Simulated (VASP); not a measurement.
# Hf3F: relaxation of cell and atoms with PBE

Hf3F:

```
CELL_PARAMETERS angstrom
0.00000 3.41820 3.41820
3.41820 0.00000 3.41820
3.41820 3.41820 0.00000
ATOMIC_POSITIONS crystal
Hf 0.25000 0.25000 0.25000
Hf 0.75000 0.75000 0.75000
Hf 0.50000 0.50000 0.50000
F 0.00000 0.00000 0.00000
```

The cell was generated, and may not be a known phase.

```json
{"Program": "VASP 6.6.1", "Task": "relaxation of cell and atoms", "Functional": "PBE", "Potentials or basis": "VASP PAW PBE potentials, release 64 (Hf_pv, F)", "Cutoff": "600 eV", "k mesh": "12 × 12 × 12", "Occupations": "gaussian, width 0.1 eV", "Spin": "no spin polarisation", "Dipole correction": "no", "Further INCAR settings": "ALGO = Normal; EDIFF = 1e-06; IBRION = 2; EDIFFG = -0.01; NSW = 100; ISIF = 3"}
```

```yaml
Relaxed_volume: 19.86 Å³/atom
Relaxed_cell: a = 4.825 Å, b = 4.825 Å, c = 4.825 Å, α = 60.00°, β = 60.00°, γ = 60.00°
Space_group_after_relaxing_to_0.1_Å: Fm-3m (No. 225)
Energy_gained_by_relaxing: 0.1 meV/atom
Ionic_steps: 3
Pressure_after_relaxing: 0.0 GPa
Band_gap_on_the_k_mesh: zero (an odd number of electrons rules out a gap without spin polarisation)
```

Step by step:
| step | energy change (eV) | largest force (eV/Å) | pressure (GPa) | volume (Å³) |
| --- | --- | --- | --- | --- |
| 1 | 0.0000 | 0.0000 | -0.43 | 79.88 |
| 2 | -0.0005 | 0.0000 | 0.20 | 79.26 |
| 3 | -0.0006 | 0.0000 | 0.00 | 79.44 |

Final structure:
```cif
data_structure
_symmetry_space_group_name_H-M 'P 1'
_symmetry_Int_Tables_number 1
_cell_length_a 4.8253
_cell_length_b 4.8253
_cell_length_c 4.8253
_cell_angle_alpha 60.000
_cell_angle_beta 60.000
_cell_angle_gamma 60.000
_cell_volume 79.44
loop_
_atom_site_label
_atom_site_type_symbol
_atom_site_fract_x
_atom_site_fract_y
_atom_site_fract_z
_atom_site_occupancy
Hf1 Hf 0.25000 0.25000 0.25000 1
Hf2 Hf 0.75000 0.75000 0.75000 1
Hf3 Hf 0.50000 0.50000 0.50000 1
F1 F 0.00000 0.00000 0.00000 1
```

Levels at points of the mesh, in eV from the Fermi level:
```csv
k point,band 16,band 17,band 18,band 19,band 20,band 21
"(0.00, 0.00, 0.00)",-1.95,0.25,0.25,0.25,0.53,0.53
"(0.50, 0.00, 0.00)",-0.73,-0.58,-0.58,0.32,0.32,0.40
"(0.50, 0.50, 0.00)",-1.35,-0.83,-0.35,-0.11,-0.11,1.86
```

It took 3.6 min on 1 thread of AMD EPYC 9R45 96-Core Processor (Zen 5), on a shared host, peak memory 0.3 GiB.

Caveat: spin-orbit coupling is left out, which moves the levels of the heavy elements.
